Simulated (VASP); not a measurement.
# FeRu: single point with LDA

Crystal: FeRu.

```
Fe Ru
1.0
     2.58885    0.00000    0.00000
    -1.29443    2.24201    0.00000
     0.00000    0.00000    3.98714
Fe Ru
1 1
Direct
  0.00000 0.00000 0.50000
  0.66667 0.33333 0.00000
```

```json
{
  "Program": "VASP 6.6.1",
  "Task": "single point",
  "Functional": "LDA",
  "Potentials or basis": "VASP PAW LDA potentials, release 64 (Fe_sv, Ru_sv)",
  "Cutoff": "690 eV",
  "k mesh": "12 × 12 × 7",
  "Occupations": "fermi-dirac, width 0.05 eV",
  "Spin": "collinear spin, ferromagnetic start",
  "Starting moments": "[3.0, 1.5] μB"
}
```

```json
{"Pressure": "-2.3 GPa", "Band gap on the k mesh": "zero (filled and empty bands overlap)", "Net moment": "0.00 μB per cell", "Valence electrons inside the program's atomic spheres": "Fe 13.80; Ru 13.74"}
```

Stress tensor (GPa, compression positive):
```
-2.76  0.00  0.00
 0.00 -2.76  0.00
 0.00  0.00 -1.40
```

Levels at points of the mesh, in eV from the Fermi level:
Spin up:
| k point | band 14 | band 15 | band 16 | band 17 | band 18 | band 19 |
| --- | --- | --- | --- | --- | --- | --- |
| (0.00, 0.00, 0.00) | -1.27 | -1.27 | -1.23 | -1.23 | 1.11 | 1.11 |
| (0.50, 0.00, 0.00) | -1.56 | -1.08 | 0.60 | 1.63 | 2.25 | 3.14 |
Spin down:
```tsv
k point	band 12	band 13	band 14	band 15	band 16	band 17	band 18	band 19	band 20	band 21
(0.00, 0.00, 0.00)	-2.64	-1.66	-1.26	-1.26	-1.23	-1.23	1.11	1.11	1.30	10.41
(0.50, 0.00, 0.00)	-2.67	-2.08	-1.55	-1.07	0.61	1.63	2.25	3.15	6.12	11.30
```

Wall time 2.2 min on 1 thread of AMD EPYC 7R13 Processor (Zen 3), on a shared host, peak memory 0.2 GiB.

Caveat: the moments typed at the start vanished in this run.
